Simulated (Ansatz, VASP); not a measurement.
One calculation of P, two programs

```
CELL_PARAMETERS angstrom
3.21700 0.00000 0.00000
-1.60850 2.78600 0.00000
0.00000 0.00000 28.00000
ATOMIC_POSITIONS crystal
P 0.33333 0.66667 0.53277
P 0.66667 0.33333 0.46723
```

Alike in both runs: task single point; functional r2SCAN; k mesh 9 × 9 × 1; occupations gaussian, width 0.02 eV; no spin polarisation.

|  | VASP | Ansatz |
| --- | --- | --- |
| version | VASP 6.6.1 | Ansatz 0.2.0 |
| potentials or method | VASP PAW PBE potentials, release 64 (P), cutoff 520 eV | scalar-relativistic, plane waves, PAW |
| valence electrons in the cell | 10 | 10 |

|  | VASP | Ansatz | Ansatz less VASP |
| --- | --- | --- | --- |
| gap on the k mesh at the Fermi level (eV) | none | none | - |
| rms of the force components (eV/Å) | 2.486 | 2.484 | -0.0026 |

VASP's potentials were made for PBE, not for r2SCAN. Atom by atom the forces differ by 0.003 eV/Å (rms over components). A gap of «none» marks a metal or a gap that the smearing closes.
